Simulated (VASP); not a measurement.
**P: single point with PBE**

Crystal: P.

```xyz
8
Lattice="-3.9482 3.9506 3.2011 3.9507 -3.9504 3.2037 3.9480 3.9502 -3.2008" Properties=species:S:1:pos:R:3 pbc="T T T"
P     3.4933    2.4505   -0.2146
P     0.4569    1.4995    2.9851
P     5.4499    0.4560    1.3866
P     2.4507   -0.4557    1.3846
P     4.4058   -1.5000    1.8189
P     3.4944    1.4995    1.8204
P     2.4492    4.4063    0.2180
P     1.5007   -0.4557    3.4200
```

```yaml
Program: VASP 6.6.1
Task: single point
Functional: PBE
Potentials_or_basis: VASP PAW PBE potentials, release 64 (P)
Cutoff: 520 eV
k_mesh: 4 × 4 × 4
Occupations: gaussian, width 0.1 eV
Spin: no spin polarisation
```

```json
{
  "Pressure": "-0.2 GPa",
  "Largest force": "0.065 eV/Å",
  "Band gap on the k mesh": "1.64 eV, indirect (least direct gap 1.70 eV)"
}
```

Forces on the atoms (eV/Å):
```
P    0.010  0.037  0.049
P   -0.005 -0.034  0.048
P   -0.035 -0.011  0.042
P    0.037  0.009  0.053
P   -0.009  0.038 -0.048
P    0.003 -0.036 -0.050
P    0.037 -0.011 -0.043
P   -0.038  0.008 -0.052
```

Stress tensor (GPa, compression positive):
```
-0.24  0.00 -0.02
 0.00 -0.26  0.00
-0.02  0.00 -0.17
```

Levels at points of the mesh, in eV from the valence-band top:
| k point | band 18 | band 19 | band 20 | band 21 | band 22 | band 23 |
| --- | --- | --- | --- | --- | --- | --- |
| (0.00, 0.00, 0.00) | -0.81 | -0.65 | -0.65 | 2.43 | 2.60 | 2.60 |
| (0.50, 0.00, 0.00) | -0.87 | -0.18 | -0.06 | 1.64 | 2.74 | 2.81 |
| (0.00, 0.50, 0.50) | -0.87 | -0.18 | -0.06 | 1.64 | 2.74 | 2.81 |
| (0.00, 0.50, 0.00) | -0.87 | -0.18 | -0.06 | 1.65 | 2.74 | 2.81 |
| (0.50, 0.50, 0.00) | -0.78 | -0.69 | -0.69 | 2.21 | 2.21 | 2.71 |
| (0.00, 0.00, 0.50) | -0.78 | -0.69 | -0.69 | 2.21 | 2.21 | 2.71 |
| (0.50, 0.00, 0.50) | -0.87 | -0.18 | -0.06 | 1.64 | 2.74 | 2.81 |
| (0.50, 0.50, 0.50) | -0.73 | -0.59 | -0.58 | 2.28 | 2.28 | 2.46 |

Run time: 5 min on 1 thread of Oxide Virtual Turin-like Processor, with other jobs on the host, peak memory 0.34 GiB.

A k mesh can miss the band edges. A hybrid or GW would open this gap; PBE tends to underestimate it.
